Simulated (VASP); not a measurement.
# Be (Im-3m) in VASP: further runs

Be is run at these levels: BLYP, LDA, PBEsol; tasks: single point.

Program: VASP 6.6.1. These are calculated values, not measurements. Logs are shortened: lines on timing, memory, paths and dates and some standing lists are left out, and cuts for length are marked.

### 1 The cell of the first run

It takes space group Im-3m (No. 229, cubic). Conventional cell: a = 2.506 Å, b = 2.506 Å, c = 2.506 Å, α = 90.00°, β = 90.00°, γ = 90.00°. Within 2.9 Å of Be (site symmetry m-3m) lie 14 Be at 2.17 to 2.51 Å.

### 2 Single point, BLYP

Input file INCAR:

```
  AGGAC = 1.0
  AGGAX = 1.0
  ALDAC = 0.0
  ALDAX = 1.0
  ALGO = Normal
  EDIFF = 1E-6
  ENCUT = 520
  GGA = B5
  ISIF = 2
  ISMEAR = -1
  LASPH = True
  LCHARG = False
  LREAL = False
  LWAVE = False
  NBANDS = 7
  NELM = 100
  PREC = Accurate
  SIGMA = 0.15
```

Input file KPOINTS:

```
k-points
0
Gamma
  17 17 17
```

Input file POSCAR:

```
Be
1.0
   -1.2531210000      1.2531210000      1.2531210000
    1.2531210000     -1.2531210000      1.2531210000
    1.2531210000      1.2531210000     -1.2531210000
Be
1
Direct
    0.0000000000      0.0000000000      0.0000000000
```

Potentials or basis: VASP PAW PBE potentials, release 64 (Be).

Command:

```console
$ cat potpaw_PBE.64/Be/POTCAR > POTCAR
$ mpirun -np 1 vasp_std > vasp.out
```

OUTCAR:

```text
EDIFF = 1E-6
   ENCUT = 520
   GGA = B5
   ISIF = 2
   ISMEAR = -1
   LASPH = True
   LREAL = False
   NELM = 100
   PREC = Accurate

 ion  position               nearest neighbor table
   1  0.000  0.000  0.000-

  LATTYP: Found a body centered cubic cell.
 ALAT       =     2.5062420000

  Lattice vectors:

 A1 = (  -1.2531210000,   1.2531210000,   1.2531210000)
 A2 = (   1.2531210000,  -1.2531210000,   1.2531210000)
 A3 = (   1.2531210000,   1.2531210000,  -1.2531210000)

Analysis of symmetry for initial positions (statically):
=====================================================================
 Subroutine PRICEL returns:
 Original cell was already a primitive cell.

 Routine SETGRP: Setting up the symmetry group for a
 body centered cubic supercell.

 Subroutine GETGRP returns: Found 48 space group operations
 (whereof 48 operations were pure point group operations)
 out of a pool of 48 trial point group operations.

The static configuration has the point symmetry O_h .

Analysis of symmetry for dynamics (positions and initial velocities):
=====================================================================
 Subroutine PRICEL returns:
 Original cell was already a primitive cell.

 Routine SETGRP: Setting up the symmetry group for a
 body centered cubic supercell.

 Subroutine GETGRP returns: Found 48 space group operations
 (whereof 48 operations were pure point group operations)
 out of a pool of 48 trial point group operations.

The dynamic configuration has the point symmetry O_h .

 Subroutine INISYM returns: Found 48 space group operations
 (whereof 48 operations are pure point group operations),
 and found     1 'primitive' translations

----------------------------------------------------------------------------------------

                                     Primitive cell

  volume of cell :       7.8712

  direct lattice vectors                    reciprocal lattice vectors
    -1.253121000  1.253121000  1.253121000     0.000000000  0.399003767  0.399003767
     1.253121000 -1.253121000  1.253121000     0.399003767  0.000000000  0.399003767
     1.253121000  1.253121000 -1.253121000     0.399003767  0.399003767  0.000000000

  length of vectors
     2.170469240  2.170469240  2.170469240     0.564276539  0.564276539  0.564276539

  position of ions in fractional coordinates (direct lattice)
[... 70 lines left out ...]
   ICHARG =      2    charge: 1-file 2-atom 10-const
   ISPIN  =      1    spin polarized calculation?
   LNONCOLLINEAR =      F non collinear calculations
   LSORBIT =      F    spin-orbit coupling
   LASPH  =      T    aspherical Exc in radial PAW
   ENCUT  =  520.0 eV  38.22 Ry    6.18 a.u.   4.04  4.04  4.04*2*pi/ulx,y,z
   NELM   =    100;   NELMIN=  2; NELMDL= -5     # of ELM steps
   EDIFF  = 0.1E-05   stopping-criterion for ELM
   LREAL  =      F    real-space projection
   EDIFFG = 0.1E-04   stopping-criterion for IOM
   NSW    =      0    number of steps for IOM
   IBRION =     -1    ionic relax: 0-MD 1-quasi-New 2-CG
   NFREE  =      0    steps in history (QN), initial steepest desc. (CG)
   ISIF   =      2    stress and relaxation
   ISYM   =      2    0-nonsym 1-usesym 2-fastsym
   POTIM  = 0.5000    time-step for ionic-motion
   TEBEG  =    0.0;   TEEND  =   0.0 temperature during run
   PSTRESS=    0.0 pullay stress
   NELECT =       2.0000    total number of electrons
   NUPDOWN=      -1.0000    fix difference up-down
   EMIN   =  10.00;   EMAX   =-10.00  energy-range for DOS
   EFERMI =   0.00;   METHOD = LEGACY
   ISMEAR =    -1;   SIGMA  =   0.15  broadening in eV -4-tet -1-fermi 0-gaus
   EFERMI_NEDOS =   21; number of points for ismear=-14 and -15
   IALGO  =     38    algorithm
   IMIX   =      4    mixing-type and parameters
     AMIX     =   0.40;   BMIX     =  1.00
     AMIX_MAG =   1.60;   BMIX_MAG =  1.00
  volume/ion in A,a.u.               =       7.87        53.12
  Fermi-wavevector in a.u.,A,eV,Ry     =   1.036904  1.959464 14.628571  1.075170
  Thomas-Fermi vector in A             =   2.171317
   LORBIT       =      0    0 simple, 1 ext, 2 COOP (PROOUT), +10 PAW based schemes
   GGA     = B5    functional components
   LHFCALC =     F    Hartree Fock is set to
   AEXX    =    0.0000 exact exchange contribution
   IVDW    =     0    specifies the selected vdW correction
   LEPSILON=     F    determine dielectric tensor
   LRPA    =     F    only Hartree local field effects (RPA)
 non-spin polarized calculation
  energy-cutoff  :      520.00
  volume of cell :        7.87
 maximum number of plane-waves:       236
   NGX =  7   NGY =  7   NGZ =  7

 number of electron       2.0000000 magnetization

 Free energy of the ion-electron system (eV)
  ---------------------------------------------------
  ext. energy  EPLUGINS =         0.00000000
  ---------------------------------------------------
  free energy    TOTEN  =        -2.99814960 eV

  energy without entropy =       -2.98515341  energy(sigma->0) =       -2.99165150

 E-fermi :   8.3606     XC(G=0): -10.0982

 val. band max:        8.3537186570   @ k =  -0.4118   0.4118   0.4118
 cond. band min:       8.3869323106   @ k =  -0.4118   0.4706   0.3529
 fundamental gap:      0.0332136536
 Fermi energy:         8.3606391490

 k-point     1 :       0.0000    0.0000    0.0000
  band No.  band energies     occupation
      1      -3.8041      2.00000
      2      27.3312      0.00000
      3      27.3312      0.00000
      4      27.3312      0.00000
      5      39.1474      0.00000
      6      39.1474      0.00000
      7      39.1474      0.00000
[... 221 lines left out ...]
 k-point    24 :       0.1765    0.1765    0.0000
  band No.  band energies     occupation
      1      -0.5419      2.00000
      2      17.2855      0.00000
      3      19.2030      0.00000
      4      23.2517      0.00000
      5      33.8268      0.00000
      6      34.6190      0.00000
      7      40.8712      0.00000

 [... further k-points ...]
[... 5 lines left out ...]
  --------------------------------------------------------------------------------------
  -------------------------------------------------------------------------------------
  Total       -0.0161551     -0.0161551     -0.0161551     -0.0000000     -0.0000000      0.0000000
  in kB       -3.2883840     -3.2883840     -3.2883840     -0.0000000     -0.0000000      0.0000000
  external PRESSURE =      -3.2883840 kB  Pullay stress =       0.0000000 kB

 VOLUME and BASIS-vectors are now :
 -----------------------------------------------------------------------------
  energy-cutoff  :      520.00
  volume of cell :        7.87
      direct lattice vectors                 reciprocal lattice vectors
    -1.253121000  1.253121000  1.253121000     0.000000000  0.399003767  0.399003767
     1.253121000 -1.253121000  1.253121000     0.399003767  0.000000000  0.399003767
     1.253121000  1.253121000 -1.253121000     0.399003767  0.399003767  0.000000000

 POSITION                                       TOTAL-FORCE (eV/Angst)
 -----------------------------------------------------------------------------------
      0.00000      0.00000      0.00000        -0.000000      0.000000     -0.000000
 -----------------------------------------------------------------------------------
    total drift:                                0.000000      0.000000      0.000000

  FREE ENERGIE OF THE ION-ELECTRON SYSTEM (eV)
  ---------------------------------------------------
  free  energy   TOTEN  =        -2.9981495955 eV

  energy  without entropy=       -2.9851534120  energy(sigma->0) =       -2.99165150
```

OSZICAR:

```text
N       E                     dE             d eps       ncg     rms          rms(c)
DAV:   1    -0.165407710727E+01   -0.16541E+01   -0.11598E+03  2478   0.236E+02
DAV:   2    -0.303843761566E+01   -0.13844E+01   -0.13254E+01  3171   0.270E+01
DAV:   3    -0.304071577076E+01   -0.22782E-02   -0.22732E-02  2695   0.968E-01
DAV:   4    -0.304071620189E+01   -0.43113E-06   -0.43044E-06  3381   0.132E-02
DAV:   5    -0.304071620084E+01    0.10536E-08   -0.62699E-10  2751   0.612E-05    0.762E-01
DAV:   6    -0.301014255505E+01    0.30574E-01   -0.28909E-03  2597   0.396E-01    0.463E-01
DAV:   7    -0.299816963215E+01    0.11973E-01   -0.32061E-03  2492   0.446E-01    0.564E-02
DAV:   8    -0.299814697152E+01    0.22661E-04   -0.65219E-05  2709   0.624E-02    0.757E-03
DAV:   9    -0.299815087209E+01   -0.39006E-05   -0.50799E-06  2611   0.211E-02    0.182E-03
DAV:  10    -0.299814977269E+01    0.10994E-05   -0.14939E-07  1533   0.388E-03    0.532E-04
DAV:  11    -0.299814959547E+01    0.17722E-06   -0.14794E-08  1218   0.118E-03
   1 F= -.29981496E+01 E0= -.29916515E+01  d E =-.129962E-01
```

stdout:

```text
POSCAR found type information on POSCAR Be
 POSCAR found :  1 types and       1 ions
 scaLAPACK will be used
 -----------------------------------------------------------------------------
|                                                                             |
|                                                                             |
|     You enforced a specific xc type in the INCAR file but a different       |
|     I HOPE YOU KNOW WHAT YOU ARE DOING!                                     |
|                                                                             |
 -----------------------------------------------------------------------------

 LDA part: xc-table for (Slater(with rela. corr.)+VWN5), standard interpolation
 POSCAR, INCAR and KPOINTS ok, starting setup
 FFT: planning ... GRIDC
 FFT: planning ... GRID_SOFT
 FFT: planning ... GRID
 WAVECAR not read
 entering main loop
```

Run time: 9.8 s. Hardware: 1 thread of Intel Xeon 8259CL, shared host; peak memory 0.11 GiB.

Results:

- Free energy: -2.9981 eV
- Pressure: -0.3 GPa
- Band gap on the k mesh: zero (band 1 reaches 11.52 eV, above the bottom of band 2 at 7.10 eV)

Levels at points of the mesh, in eV from the Fermi level:
```
           k point  band 1  band 2  band 3  band 4
(0.00, 0.00, 0.00)  -12.16   18.97   18.97   18.97
```

Caveat: the PAW data sets were made with another functional, which shifts forces and pressure a little.

### 3 Single point, LDA

Input file INCAR:

```
SYSTEM = Be
PREC     = Accurate       ! precision mode
ENCUT    = 520            ! plane-wave cutoff, eV
EDIFF    = 1E-6           ! SCF threshold, eV
ISMEAR   = -1             ! smearing method
SIGMA    = 0.15           ! smearing width, eV
LREAL    = .FALSE.        ! projectors in reciprocal space
LASPH    = .TRUE.         ! aspherical terms in the spheres
NELM     = 80             ! most SCF steps
ALGO     = Normal         ! electronic algorithm
ISIF     = 2              ! what is computed and relaxed
LWAVE    = .FALSE.        ! write WAVECAR
LCHARG   = .FALSE.        ! write CHGCAR
NBANDS   = 7              ! bands
```

Input file KPOINTS:

```
regular mesh
0
G
  17 17 17
  0 0 0
```

POSCAR is that of step 2.

Potentials or basis: VASP PAW LDA potentials, release 64 (Be).

Command:

```console
$ cat potpaw_LDA.64/Be/POTCAR > POTCAR
$ mpirun -np 1 vasp_std > vasp.out
```

It took 5.6 s on 1 thread of Intel Xeon 8259CL, shared host; peak memory 0.11 GiB.

The run converged. Its results:

* Free energy: -4.1087 eV
* Pressure: -5.9 GPa
* Band gap on the k mesh: zero (band 1 reaches 10.82 eV, above the bottom of band 2 at 6.39 eV)

Levels at points of the mesh, in eV from the Fermi level:
```csv
k point,band 1,band 2,band 3,band 4,band 5
"(0.00, 0.00, 0.00)",-12.09,18.98,18.98,18.98,30.73
```

### 4 Single point, PBEsol

Input file INCAR:

```
ALGO = Normal
EDIFF = 1E-6
ENCUT = 520
GGA = PS
ISIF = 2
ISMEAR = -1
LASPH = T
LCHARG = T
LELF = T
LREAL = F
LVHAR = T
LWAVE = F
NBANDS = 7
NELM = 100
PREC = Accurate
SIGMA = 0.15
```

Input file KPOINTS:

```
k-points
0
Gamma
  17 17 17
```

POSCAR is that of step 3.

Potentials or basis: VASP PAW PBE potentials, release 64 (Be).

Command:

```console
$ cat potpaw_PBE.64/Be/POTCAR > POTCAR
$ mpirun -np 1 vasp_std > vasp.out
```

It took 6.7 s on 1 thread of Intel Xeon 8259CL, shared host; peak memory 0.11 GiB.

Results (log left out):

| Property | Result |
| --- | --- |
| Free energy | -3.9027 eV |
| Pressure | -1.3 GPa |
| Band gap on the k mesh | zero (band 1 reaches 11.13 eV, above the bottom of band 2 at 6.63 eV) |

Levels at points of the mesh, in eV from the Fermi level:
```tsv
k point	band 1	band 2	band 3	band 4	band 5
(0.00, 0.00, 0.00)	-12.22	19.36	19.36	19.36	30.72
```

Caveat: the PAW data sets were made with another functional, which shifts forces and pressure a little.

### 5 The runs side by side

```csv
level,potentials or basis,gap on the mesh (eV),pressure (GPa)
BLYP,"VASP PAW PBE potentials, release 64 (Be)",none,-0.3
LDA,"VASP PAW LDA potentials, release 64 (Be)",none,-5.9
PBEsol,"VASP PAW PBE potentials, release 64 (Be)",none,-1.3
```

Alike in all rows: task single point; no spin polarisation; cell as given; k mesh 17 × 17 × 17; cutoff (eV) 520; smearing fermi-dirac 0.15 eV.

Caveats: the PAW data sets were made with another functional, which shifts forces and pressure a little (some runs).

Absolute energies hang on the potentials; compare differences alone.
